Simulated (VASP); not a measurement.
Write the native input for VASP 6.6.1 that does the following.

- Task: relaxation of cell and atoms
- Functional: PBE
- Potentials or basis: VASP PAW PBE potentials, release 64 (Mg, Br, O)
- Cutoff: 600 eV
- k mesh: 4 × 4 × 4
- Occupations: gaussian, width 0.1 eV
- Spin: no spin polarisation
- Dipole correction: no
- Further INCAR settings: ALGO = Normal; EDIFF = 1e-06; IBRION = 2; EDIFFG = -0.04; NSW = 90; ISIF = 3

The structure of Mg4BrO3 lies in POSCAR:

```
Mg4BrO3
1.0
    5.1242723100      0.0000000000      0.0000000000
    0.0000000000      5.1242723100      0.0000000000
    0.0000000000      0.0000000000      5.1242723100
Mg Br O
4 1 3
Direct
    0.7500000000      0.7500000000      0.7500000000
    0.7500000000      0.2500000000      0.2500000000
    0.2500000000      0.7500000000      0.2500000000
    0.2500000000      0.2500000000      0.7500000000
    0.5000000000      0.5000000000      0.5000000000
    0.0000000000      0.0000000000      0.5000000000
    0.0000000000      0.5000000000      0.0000000000
    0.5000000000      0.0000000000      0.0000000000
```

The input as run:

INCAR

```
SYSTEM = Mg4BrO3
PREC = Accurate
ENCUT = 600
EDIFF = 1E-6
ISMEAR = 0
SIGMA = 0.1
LREAL = .False.
LASPH = .True.
NELM = 100
ALGO = Normal
ISIF = 3
LWAVE = .False.
LCHARG = .False.
GGA = PE
IBRION = 2
NSW = 90
EDIFFG = -0.04
```

KPOINTS

```
regular mesh
0
Gamma
  4 4 4
  0 0 0
```

Potentials or basis: VASP PAW PBE potentials, release 64 (Mg, Br, O).

The run is started by

```console
$ cat potpaw_PBE.64/Mg/POTCAR potpaw_PBE.64/Br/POTCAR potpaw_PBE.64/O/POTCAR > POTCAR
$ mpirun -np 1 vasp_std > vasp.out
```

It gave:

```yaml
Relaxed_volume: 15.67 Å³/atom
Relaxed_cell: a = 5.005 Å, b = 5.005 Å, c = 5.005 Å, α = 90.00°, β = 90.00°, γ = 90.00°
Space_group_after_relaxing_to_0.1_Å: P-43m (No. 215)
Energy_gained_by_relaxing: 559.6 meV/atom
Ionic_steps: 8
Pressure_after_relaxing: 0.0 GPa
Band_gap_on_the_k_mesh: zero (an odd number of electrons rules out a gap without spin polarisation)
```

Caveat: an odd number of electrons without spin polarisation forces a metal; a magnetic or distorted state may lie lower.

Run time: 3.1 min on 1 thread of Oxide Virtual Turin-like Processor, with other jobs on the host, peak memory 0.25 GiB.
